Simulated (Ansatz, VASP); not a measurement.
# BN in VASP and in Ansatz

The input INCAR:

```
SYSTEM = BN
PREC = Accurate ; ENCUT = 520
EDIFF = 1E-6 ; ISMEAR = -1
SIGMA = 0.03 ; LREAL = .False.
LASPH = .True. ; NELM = 80
ALGO = Normal ; ISIF = 2
LWAVE = .False. ; LCHARG = .True.
GGA = PE ; LELF = .True.
LVHAR = .True. ; NBANDS = 11
```

Contents of KPOINTS:

```
regular mesh
0
Gamma
  13 13 13
  0 0 0
```

The input POSCAR:

```
BN
1.0
    0.0542250000      1.8346125000      1.8346125000
    1.8346125000      0.0542250000      1.8346125000
    1.8346125000      1.8346125000      0.0542250000
B N
1 1
Direct
    0.0000000000      0.0000000000      0.0000000000
    0.7500000000      0.7500000000      0.7500000000
```

Input for Ansatz:

```yaml
crystal:
  lattice:
    - [0.054225, 1.8346125, 1.8346125]
    - [1.8346125, 0.054225, 1.8346125]
    - [1.8346125, 1.8346125, 0.054225]
  atoms:
    - { symbol: B, position: [0.0, 0.0, 0.0] }
    - { symbol: "N", position: [0.75, 0.75, 0.75] }
kpoints:
  mp_grid: { grid: [13, 13, 13] }
  band_path:
    path:
      - [0.0, 0.0, 0.0]
      - [-0.5, -0.5, -0.5]
      - [-0.5, -0.2428775097, -0.7571224903]
      - [-0.2428775097, 0.2428775097, -0.5]
      - [0.0, 0.0, -0.5]
      - [0.0, 0.0, 0.0]
      - [0.0, 0.3714387548, -0.3714387548]
      - [-0.3714387548, 0.0, -0.6285612452]
      - [-0.5, 0.0, -0.5]
    npoints: 5
scf:
  occupations: { method: fermi_dirac, width: 0.03 }
hamiltonian:
  xc: pbe
  pseudopotentials: { kind: all_electron, lapw: { basis_error: 0.001 } }
output:
  forces: true
  stress: true
  eigenvalues: true
```

Change from the starting cell: equal xy, yz and zx shear strains of +3 %.

Alike in both runs: task single point; functional PBE; k mesh 13 × 13 × 13; occupations fermi-dirac, width 0.03 eV; no spin polarisation.

```csv
,VASP,Ansatz
version,VASP 6.6.1,Ansatz 0.2.0
potentials or method,"VASP PAW PBE potentials, release 64 (B, N), cutoff 520 eV","all-electron LAPW, scalar-relativistic"
```

```csv
,VASP,Ansatz,Ansatz less VASP
gap on the k mesh at the Fermi level (eV),4.41,4.42,+0.009
pressure (GPa),4.5,4.2,-0.27
"traceless stress, the component that is largest in VASP (GPa)",-13.29,-13.20,+0.085
```

Ansatz ran all-electron here, and VASP with PAW potentials.
